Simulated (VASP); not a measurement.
Set up this calculation in VASP 6.6.1, as the native input.

- Task: single point
- Functional: r2SCAN
- Potentials or basis: VASP PAW PBE potentials, release 64 (Pb_d, Se)
- Cutoff: 520 eV
- k mesh: 8 × 8 × 8
- Occupations: gaussian, width 0.01 eV
- Spin: no spin polarisation
- Dipole correction: no
- Further INCAR settings: ALGO = Normal; EDIFF = 1e-06; NBANDS = 17

PbSe:

```
Pb Se
1.0
     0.00000    3.08870    3.08870
     2.96515    0.00000    3.08870
     2.96515    3.08870    0.00000
Pb Se
1 1
Direct
  0.00000 0.00000 0.00000
  0.50000 0.50000 0.50000
```

This cell differs from its parent crystal: uniaxial x strain -4.0%.

One way to write it, as run:

POSCAR

```
PbSe
1.0
    0.0000000000      3.0887022180      3.0887022180
    2.9651541293      0.0000000000      3.0887022180
    2.9651541293      3.0887022180      0.0000000000
Pb Se
1 1
Direct
    0.0000000000      0.0000000000      0.0000000000
    0.5000000000      0.5000000000      0.5000000000
```

INCAR.step1

```
PREC = Accurate
ENCUT = 520
ISMEAR = 0
SIGMA = 0.01
LREAL = False
LASPH = True
NELM = 60
NBANDS = 17
GGA = PE
ALGO = Normal
EDIFF = 1E-4
LWAVE = True
LCHARG = False
```

INCAR.step2

```
PREC = Accurate
ENCUT = 520
EDIFF = 1E-6
ISMEAR = 0
SIGMA = 0.01
LREAL = False
LASPH = True
NELM = 60
ALGO = Normal
ISIF = 2
LWAVE = False
LCHARG = True
METAGGA = R2SCAN
LMIXTAU = True
LELF = True
LVHAR = True
NBANDS = 17
ISTART = 1
```

KPOINTS

```
Automatic mesh
0
Gamma
  8 8 8
```

Potentials or basis: VASP PAW PBE potentials, release 64 (Pb_d, Se).

Run with:

```sh
$ cat potpaw_PBE.64/Pb_d/POTCAR potpaw_PBE.64/Se/POTCAR > POTCAR
$ cp INCAR.step1 INCAR
$ mpirun -np 1 vasp_std > vasp.out
$ cp INCAR.step2 INCAR
$ mpirun -np 1 vasp_std > vasp.out
```

It gave:

The pressure is 2.6 GPa and the band gap on the k mesh is 0.47 eV, direct.

Caveat: the cell differs from its parent crystal (uniaxial x strain -4.0%); the PAW data sets were made with another functional, which shifts forces and pressure a little; spin-orbit coupling is left out, which moves the levels of the heavy elements.

Run time: 57 s on 1 thread of Intel(R) Xeon(R) 6975P-C (Granite Rapids), with other jobs on the host, peak memory 0.21 GiB.
